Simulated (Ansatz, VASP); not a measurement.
**CsPtS in VASP and in Ansatz**

```
Cs Pt S
1.0
     3.59923    0.00000    0.00000
     0.00000    3.59923    0.00000
     0.00000    0.00000    6.26657
Cs Pt S
1 1 1
Direct
  0.00000 0.00000 0.00000
  0.00000 0.00000 0.50000
  0.50000 0.50000 0.50000
```

Alike in both runs: functional PBE; k mesh 14 × 14 × 8; occupations gaussian, width 0.1 eV; no spin polarisation.

Ansatz relaxed the structure, and its values are those at the end. VASP's run is a single point on that final structure, the one shown.

```csv
,VASP,Ansatz
version,VASP 6.6.1,Ansatz 0.2.0
potentials or method,"VASP PAW PBE potentials, release 64 (Cs_sv, Pt, S), cutoff 520 eV","scalar-relativistic, plane waves, PAW"
valence electrons in the cell,25,33
```

VASP gave:

| Quantity | Value |
| --- | --- |
| gap on the k mesh at the Fermi level (eV) | none |
| pressure (GPa) | 0.1 |

Problem. Estimate Ansatz's values.

Solution. gap on the k mesh at the Fermi level (eV): none; pressure (GPa): 0.0.

A gap of «none» marks a metal or a gap that the smearing closes. The functional is the same, so the differences come from potentials, cutoffs and numerics. VASP's potentials hold 25 valence electrons a cell and Ansatz's 33, so a difference there can come from the potentials and not from the codes.

Neither program's run includes spin-orbit coupling.
